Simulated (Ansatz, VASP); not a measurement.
Two plane-wave programs on Sn2TeS

```xyz
4
Lattice="4.6526 0.0000 0.0000 -2.3263 4.0293 0.0000 0.0000 0.0000 5.8914" Properties=species:S:1:pos:R:3 pbc="T T T"
Sn    0.0000    0.0000    1.4740
Sn    0.0000    0.0000    4.4175
Te    0.0000    2.6862    0.0000
S     2.3263    1.3431    2.9457
```

Change from the starting cell: species swapped into the BiPt2Pb type (P-6m2, No. 187).

Alike in both runs: task relaxation of cell and atoms; functional PBE; k mesh 6 × 6 × 4; occupations gaussian, width 0.1 eV; no spin polarisation.

```csv
,VASP,Ansatz
version,VASP 6.6.1,Ansatz 0.2.0
potentials or method,"VASP PAW PBE potentials, release 64 (Sn_d, Te, S), cutoff 600 eV","scalar-relativistic, plane waves, PAW"
valence electrons in the cell,40,50
```

Ansatz gave:

```
gap on the k mesh at the Fermi level, each at its own relaxed structure (eV) : none
relaxed volume (Å³/atom)                                                     : 29.45
relaxed length of the cell vector where the two differ most in proportion (Å)              : 7.551
```

Question: Estimate VASP's values.

Answer: gap on the k mesh at the Fermi level, each at its own relaxed structure (eV): none; relaxed volume (Å³/atom): 29.25; relaxed length of the cell vector where the two differ most in proportion (Å): 7.503.

A gap of «none» marks a metal or a gap that the smearing closes. VASP's potentials hold 40 valence electrons a cell and Ansatz's 50, so a difference there can come from the potentials and not from the codes.

Neither program's run includes spin-orbit coupling.
